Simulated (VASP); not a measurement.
# Pd3Cl in VASP: further runs

Pd3Cl is run at these levels: PBE; tasks: single point.

Everything below comes from runs of VASP 6.6.1. Logs are shortened: lines on timing, memory, paths and dates and some standing lists are left out, and cuts for length are marked.

**1. The cell of the first run**

The cell holds a slab with vacuum, 4 atoms: a = 2.788 Å, b = 2.788 Å, c = 20.052 Å, α = 90.00°, β = 90.00°, γ = 120.00°.

**2. Single point, PBE**

INCAR

```
SYSTEM = Pd3Cl
  PREC = Accurate
  ENCUT = 520
  EDIFF = 1E-6
  ISMEAR = 0
  SIGMA = 0.1
  LREAL = .FALSE.
  LASPH = .TRUE.
  NELM = 60
  ALGO = Normal
  ISIF = 2
  LWAVE = .FALSE.
  LCHARG = .FALSE.
  LDIPOL = .TRUE.
  IDIPOL = 3
  DIPOL = 0.5 0.5 0.369
  GGA = PE
  NBANDS = 26
```

KPOINTS

```
regular mesh
0
G
  12 12 1
  0 0 0
```

POSCAR

```
Pd3Cl
1.0
    2.7875943961      0.0000000000      0.0000000000
   -1.3937971981      2.4141275625      0.0000000000
    0.0000000000      0.0000000000     20.0521225868
Pd Cl
3 1
Direct
    0.6666666667      0.3333333333      0.1994801290
    0.3333333333      0.6666666667      0.3129873791
    0.0000000000      0.0000000000      0.4264946292
    0.1666666667      0.6666666667      0.5354601736
```

Potentials or basis: VASP PAW PBE potentials, release 64 (Pd, Cl).

Command:

```
$ cat potpaw_PBE.64/Pd/POTCAR potpaw_PBE.64/Cl/POTCAR > POTCAR
$ mpirun -np 1 vasp_std > vasp.out
```

OUTCAR:

```text
SYSTEM = Pd3Cl
   PREC = Accurate
   ENCUT = 520
   EDIFF = 1E-6
   ISMEAR = 0
   LREAL = .FALSE.
   LASPH = .TRUE.
   NELM = 60
   ISIF = 2
   GGA = PE

 ion  position               nearest neighbor table
   1  0.667  0.333  0.199-   2 2.79   2 2.79   2 2.79
   2  0.333  0.667  0.313-   1 2.79   3 2.79   1 2.79   3 2.79   3 2.79   1 2.79
   3  0.000  0.000  0.426-   4 2.51   4 2.75   2 2.79   2 2.79   2 2.79   4 2.98
   4  0.167  0.667  0.535-   3 2.51   3 2.75   3 2.98

  LATTYP: Found a hexagonal cell.
 ALAT       =     2.7875943961
 C/A-ratio  =     7.1933429823

  Lattice vectors:

 A1 = (   2.7875943961,   0.0000000000,   0.0000000000)
 A2 = (  -1.3937971981,   2.4141275625,   0.0000000000)
 A3 = (   0.0000000000,   0.0000000000,  20.0521225868)

Analysis of symmetry for initial positions (statically):
=====================================================================
 Subroutine PRICEL returns:
 Original cell was already a primitive cell.

 Routine SETGRP: Setting up the symmetry group for a
 hexagonal supercell.

 Subroutine GETGRP returns: Found  1 space group operations
 (whereof  1 operations were pure point group operations)
 out of a pool of 24 trial point group operations.

The static configuration has the point symmetry C_1 .

Analysis of symmetry for dynamics (positions and initial velocities):
=====================================================================
 Subroutine PRICEL returns:
 Original cell was already a primitive cell.

 Routine SETGRP: Setting up the symmetry group for a
 hexagonal supercell.

 Subroutine GETGRP returns: Found  1 space group operations
 (whereof  1 operations were pure point group operations)
 out of a pool of 24 trial point group operations.

The dynamic configuration has the point symmetry C_1 .

 Subroutine INISYM returns: Found  1 space group operations
 (whereof  1 operations are pure point group operations),
 and found     1 'primitive' translations

----------------------------------------------------------------------------------------

                                     Primitive cell

  volume of cell :     134.9429

  direct lattice vectors                    reciprocal lattice vectors
     2.787594396  0.000000000  0.000000000     0.358732246  0.207114159  0.000000000
    -1.393797198  2.414127563  0.000000000     0.000000000  0.414228318  0.000000000
     0.000000000  0.000000000 20.052122587     0.000000000  0.000000000  0.049870032

  length of vectors
     2.787594396  2.787594396 20.052122587     0.414228318  0.414228318  0.049870032
[... 94 lines left out ...]
   TEBEG  =    0.0;   TEEND  =   0.0 temperature during run
   PSTRESS=    0.0 pullay stress
   NELECT =      37.0000    total number of electrons
   NUPDOWN=      -1.0000    fix difference up-down
   EMIN   =  10.00;   EMAX   =-10.00  energy-range for DOS
   EFERMI =   0.00;   METHOD = LEGACY
   ISMEAR =     0;   SIGMA  =   0.10  broadening in eV -4-tet -1-fermi 0-gaus
   EFERMI_NEDOS =   21; number of points for ismear=-14 and -15
   IALGO  =     38    algorithm
   IMIX   =      4    mixing-type and parameters
     AMIX     =   0.40;   BMIX     =  1.00
     AMIX_MAG =   1.60;   BMIX_MAG =  1.00
  volume/ion in A,a.u.               =      33.74       227.66
  Fermi-wavevector in a.u.,A,eV,Ry     =   1.063552  2.009822 15.390130  1.131143
  Thomas-Fermi vector in A             =   2.199041
   LORBIT       =      0    0 simple, 1 ext, 2 COOP (PROOUT), +10 PAW based schemes
   GGA     = PE    functional components
   LHFCALC =     F    Hartree Fock is set to
   AEXX    =    0.0000 exact exchange contribution
   IVDW    =     0    specifies the selected vdW correction
   LEPSILON=     F    determine dielectric tensor
   LRPA    =     F    only Hartree local field effects (RPA)
 non-spin polarized calculation
 Gauss-broadening in eV      SIGMA  =   0.10
  energy-cutoff  :      520.00
  volume of cell :      134.94
 maximum number of plane-waves:      3666
 NGX is ok and might be reduce to    24
   NGX = 11   NGY = 11   NGZ = 75

 dipolmoment           0.000000      0.000000     -0.008548 electrons x Angstroem

 number of electron      37.0000000 magnetization

 dipolmoment           0.000000      0.000000      0.024306 electrons x Angstroem

 Free energy of the ion-electron system (eV)
  ---------------------------------------------------
  ext. energy  EPLUGINS =         0.00000000
  ---------------------------------------------------
  free energy    TOTEN  =       -16.19489101 eV

  energy without entropy =      -16.14545742  energy(sigma->0) =      -16.17017421

 E-fermi :   0.8289     XC(G=0):  -6.3903

 val. band max:        0.8274194621   @ k =  -0.3333   0.4167   0.0000
 cond. band min:       0.8342369552   @ k =  -0.1667   0.5000   0.0000
 fundamental gap:      0.0068174932
 Fermi energy:         0.8289482254

 k-point     1 :       0.0000    0.0000    0.0000
  band No.  band energies     occupation
      1     -16.0609      2.00000
      2      -5.6625      2.00000
      3      -4.7153      2.00000
      4      -3.8974      2.00000
      5      -3.4470      2.00000
      6      -1.8262      2.00000
[... 685 lines left out ...]
     25       8.0737      0.00000
     26       8.9521      0.00000

 [... further k-points ...]

------------------------ aborting loop because EDIFF is reached ----------------------------------------

 vacuum level on the upper side and lower side of the slab       (xc-potential included)         0.255        -0.332

  FORCE on cell =-STRESS in cart. coord.  units (eV):
  Direction    XX          YY          ZZ          XY          YZ          ZX
  --------------------------------------------------------------------------------------
  -------------------------------------------------------------------------------------
  Total        2.3537016      1.6180120     -0.2124064     -0.1440629      0.2058501     -0.1996588
  in kB       27.9454964     19.2106554     -2.5219011     -1.7104584      2.4440577     -2.3705492
  external PRESSURE =      14.8780836 kB  Pullay stress =       0.0000000 kB

 VOLUME and BASIS-vectors are now :
 -----------------------------------------------------------------------------
  energy-cutoff  :      520.00
  volume of cell :      134.94
      direct lattice vectors                 reciprocal lattice vectors
     2.787594396  0.000000000  0.000000000     0.358732246  0.207114159  0.000000000
    -1.393797198  2.414127563  0.000000000     0.000000000  0.414228318  0.000000000
     0.000000000  0.000000000 20.052122587     0.000000000  0.000000000  0.049870032

 POSITION                                       TOTAL-FORCE (eV/Angst)
 -----------------------------------------------------------------------------------
      1.39380      0.80471      4.00000         0.015380     -0.012173      0.021350
     -0.00000      1.60942      6.27606        -0.051876     -0.032279      0.047701
      0.00000      0.00000      8.55212         0.150046      0.009212     -0.082406
     -0.46460      1.60942     10.73711        -0.113550      0.035240      0.013356
 -----------------------------------------------------------------------------------
    total drift:                                0.000103      0.000016     -0.001130

  FREE ENERGIE OF THE ION-ELECTRON SYSTEM (eV)
  ---------------------------------------------------
  free  energy   TOTEN  =       -16.1948910074 eV

  energy  without entropy=      -16.1454574212  energy(sigma->0) =      -16.17017421

 vacuum level on the upper side and lower side of the slab         6.662         6.013
```

OSZICAR:

```text
N       E                     dE             d eps       ncg     rms          rms(c)
DAV:   1     0.247009498290E+03    0.24701E+03   -0.16809E+04  3848   0.122E+03
DAV:   2    -0.373723692081E+01   -0.25075E+03   -0.23889E+03  4554   0.271E+02
DAV:   3    -0.166671776068E+02   -0.12930E+02   -0.12552E+02  4440   0.588E+01
[... 21 lines left out ...]
DAV:  25    -0.161948701248E+02   -0.17152E-04   -0.16206E-06  3110   0.478E-03    0.773E-03
DAV:  26    -0.161948839319E+02   -0.13807E-04   -0.37668E-06  2914   0.875E-03    0.191E-03
DAV:  27    -0.161948880815E+02   -0.41495E-05   -0.26414E-07  2936   0.247E-03    0.148E-03
DAV:  28    -0.161948904287E+02   -0.23472E-05   -0.15962E-07  2946   0.153E-03    0.142E-03
DAV:  29    -0.161948910074E+02   -0.57876E-06   -0.52114E-08  3150   0.122E-03
   1 F= -.16194891E+02 E0= -.16170174E+02  d E =-.494336E-01
```

stdout:

```text
POSCAR found type information on POSCAR PdCl
 POSCAR found :  2 types and       4 ions
 scaLAPACK will be used
 LDA part: xc-table for (Slater+PW92), standard interpolation
 POSCAR, INCAR and KPOINTS ok, starting setup
 FFT: planning ... GRIDC
 FFT: planning ... GRID_SOFT
 FFT: planning ... GRID
 WAVECAR not read
 entering main loop
```

It took 3.8 min on 1 thread of Intel Xeon 6975P-C (Granite Rapids), shared host; peak memory 0.41 GiB.

Results:

```
Free energy            : -16.1949 eV
Largest force          : 0.171 eV/Å
Band gap on the k mesh : zero (an odd number of electrons rules out a gap without spin polarisation)
```

Forces in eV/Å, atoms in the order of the input:
```
Pd   0.015 -0.012  0.021
Pd  -0.052 -0.032  0.048
Pd   0.150  0.009 -0.082
Cl  -0.114  0.035  0.013
```

Caveat: an odd number of electrons without spin polarisation forces a metal; a magnetic or distorted state may lie lower.

**3. Single point, PBE**

INCAR

```
PREC     = Accurate       # precision mode
ENCUT    = 520            # plane-wave cutoff, eV
EDIFF    = 1E-7           # SCF threshold, eV
ISMEAR   = 0              # smearing method
SIGMA    = 0.1            # smearing width, eV
LREAL    = F              # projectors in reciprocal space
LASPH    = T              # aspherical terms in the spheres
NELM     = 80             # most SCF steps
ALGO     = Normal         # electronic algorithm
ISIF     = 2              # what is computed and relaxed
LWAVE    = F              # write WAVECAR
LCHARG   = F              # write CHGCAR
LDIPOL   = T            
IDIPOL   = 3            
DIPOL    = 0.5 0.5 0.368
GGA      = PE             # functional
NBANDS   = 26             # bands
```

KPOINTS

```
Automatic mesh
0
Gamma
  12 12 1
```

POSCAR: that of step 2 with these lines changed.

```diff
@@ -11,2 +11,2 @@
     0.0000000000      0.0000000000      0.4264946292
-    0.1666666667      0.6666666667      0.5354601736
+    0.5000000000      0.3333333333      0.5348600042
```

Potentials or basis: VASP PAW PBE potentials, release 64 (Pd, Cl).

Command:

```
$ cat potpaw_PBE.64/Pd/POTCAR potpaw_PBE.64/Cl/POTCAR > POTCAR
$ mpirun -np 1 vasp_std > vasp.out
```

OUTCAR:

```text
PREC = Accurate
   ENCUT = 520
   EDIFF = 1E-7
   ISMEAR = 0
   LREAL = F
   LASPH = T
   NELM = 80
   ISIF = 2
   GGA = PE

 ion  position               nearest neighbor table
   1  0.667  0.333  0.199-   2 2.79   2 2.79   2 2.79
   2  0.333  0.667  0.313-   1 2.79   3 2.79   1 2.79   3 2.79   3 2.79   1 2.79
   3  0.000  0.000  0.426-   4 2.50   4 2.74   2 2.79   2 2.79   2 2.79   4 2.97
   4  0.500  0.333  0.535-   3 2.50   3 2.74   3 2.97

  LATTYP: Found a hexagonal cell.
 ALAT       =     2.7875943961
 C/A-ratio  =     7.1933429823

  Lattice vectors:

 A1 = (   2.7875943961,   0.0000000000,   0.0000000000)
 A2 = (  -1.3937971981,   2.4141275625,   0.0000000000)
 A3 = (   0.0000000000,   0.0000000000,  20.0521225868)

Analysis of symmetry for initial positions (statically):
=====================================================================
 Subroutine PRICEL returns:
 Original cell was already a primitive cell.

 Routine SETGRP: Setting up the symmetry group for a
 hexagonal supercell.

 Subroutine GETGRP returns: Found  1 space group operations
 (whereof  1 operations were pure point group operations)
 out of a pool of 24 trial point group operations.

The static configuration has the point symmetry C_1 .

Analysis of symmetry for dynamics (positions and initial velocities):
=====================================================================
 Subroutine PRICEL returns:
 Original cell was already a primitive cell.

 Routine SETGRP: Setting up the symmetry group for a
 hexagonal supercell.

 Subroutine GETGRP returns: Found  1 space group operations
 (whereof  1 operations were pure point group operations)
 out of a pool of 24 trial point group operations.

The dynamic configuration has the point symmetry C_1 .

 Subroutine INISYM returns: Found  1 space group operations
 (whereof  1 operations are pure point group operations),
 and found     1 'primitive' translations

[... 126 lines left out ...]
   IVDW    =     0    specifies the selected vdW correction
   LEPSILON=     F    determine dielectric tensor
   LRPA    =     F    only Hartree local field effects (RPA)
 non-spin polarized calculation
 Gauss-broadening in eV      SIGMA  =   0.10
  energy-cutoff  :      520.00
  volume of cell :      134.94
 maximum number of plane-waves:      3666
 NGX is ok and might be reduce to    24
   NGX = 11   NGY = 11   NGZ = 75

 dipolmoment           0.000000      0.000000     -0.011569 electrons x Angstroem

 number of electron      37.0000000 magnetization

 dipolmoment           0.000000      0.000000      0.022082 electrons x Angstroem

 Free energy of the ion-electron system (eV)
  ---------------------------------------------------
  ext. energy  EPLUGINS =         0.00000000
  ---------------------------------------------------
  free energy    TOTEN  =       -16.21222691 eV

  energy without entropy =      -16.16633698  energy(sigma->0) =      -16.18928194

 E-fermi :   0.8359     XC(G=0):  -6.3828

 val. band max:        0.8328177252   @ k =   0.5000   0.3333   0.0000
 cond. band min:       0.8383944148   @ k =   0.0833   0.3333   0.0000
 fundamental gap:      0.0055766896
 Fermi energy:         0.8359472130

 k-point     1 :       0.0000    0.0000    0.0000
  band No.  band energies     occupation
      1     -16.0835      2.00000
      2      -5.6765      2.00000
      3      -4.7174      2.00000
      4      -3.8851      2.00000
      5      -3.4480      2.00000
      6      -1.8233      2.00000
[... 685 lines left out ...]
     25       8.1546      0.00000
     26       8.9495      0.00000

 [... further k-points ...]

------------------------ aborting loop because EDIFF is reached ----------------------------------------

 vacuum level on the upper side and lower side of the slab       (xc-potential included)         0.253        -0.348

  FORCE on cell =-STRESS in cart. coord.  units (eV):
  Direction    XX          YY          ZZ          XY          YZ          ZX
  --------------------------------------------------------------------------------------
  -------------------------------------------------------------------------------------
  Total        2.3456196      1.9810011     -0.4008799     -0.0499344     -0.0567280     -0.4769575
  in kB       27.8495396     23.5204243     -4.7596464     -0.5928712     -0.6735311     -5.6629164
  external PRESSURE =      15.5367725 kB  Pullay stress =       0.0000000 kB

 VOLUME and BASIS-vectors are now :
 -----------------------------------------------------------------------------
  energy-cutoff  :      520.00
  volume of cell :      134.94
      direct lattice vectors                 reciprocal lattice vectors
     2.787594396  0.000000000  0.000000000     0.358732246  0.207114159  0.000000000
    -1.393797198  2.414127563  0.000000000     0.000000000  0.414228318  0.000000000
     0.000000000  0.000000000 20.052122587     0.000000000  0.000000000  0.049870032

 POSITION                                       TOTAL-FORCE (eV/Angst)
 -----------------------------------------------------------------------------------
      1.39380      0.80471      4.00000         0.020692      0.007034      0.039491
     -0.00000      1.60942      6.27606         0.126096     -0.002184      0.070457
      0.00000      0.00000      8.55212        -0.102651      0.008793     -0.098952
      0.92920      0.80471     10.72508        -0.044138     -0.013643     -0.010996
 -----------------------------------------------------------------------------------
    total drift:                               -0.000046      0.000014     -0.000829

  FREE ENERGIE OF THE ION-ELECTRON SYSTEM (eV)
  ---------------------------------------------------
  free  energy   TOTEN  =       -16.2122269071 eV

  energy  without entropy=      -16.1663369803  energy(sigma->0) =      -16.18928194

 vacuum level on the upper side and lower side of the slab         6.605         5.986
```

OSZICAR:

```text
N       E                     dE             d eps       ncg     rms          rms(c)
DAV:   1     0.247158445501E+03    0.24716E+03   -0.16810E+04  3848   0.122E+03
DAV:   2    -0.377913017965E+01   -0.25094E+03   -0.23925E+03  4592   0.271E+02
DAV:   3    -0.166994076807E+02   -0.12920E+02   -0.12557E+02  4438   0.589E+01
[... 23 lines left out ...]
DAV:  27    -0.162122243523E+02   -0.37772E-05   -0.29645E-07  3016   0.277E-03    0.233E-03
DAV:  28    -0.162122259488E+02   -0.15965E-05   -0.25508E-07  3028   0.243E-03    0.509E-04
DAV:  29    -0.162122267335E+02   -0.78470E-06   -0.51606E-08  2976   0.937E-04    0.438E-04
DAV:  30    -0.162122268681E+02   -0.13457E-06   -0.99355E-09  3194   0.565E-04    0.141E-04
DAV:  31    -0.162122269071E+02   -0.39051E-07   -0.21406E-09  3008   0.174E-04
   1 F= -.16212227E+02 E0= -.16189282E+02  d E =-.458899E-01
```

It took 4.2 min on 1 thread of Intel Xeon 6975P-C (Granite Rapids), shared host; peak memory 0.41 GiB.

Results:

```yaml
Free_energy: -16.2122 eV
Largest_force: 0.144 eV/Å
Band_gap_on_the_k_mesh: zero (an odd number of electrons rules out a gap without spin polarisation)
```

Forces on the atoms (eV/Å):
```
Pd   0.021  0.007  0.039
Pd   0.126 -0.002  0.070
Pd  -0.103  0.009 -0.099
Cl  -0.044 -0.014 -0.011
```

Caveat: an odd number of electrons without spin polarisation forces a metal; a magnetic or distorted state may lie lower.
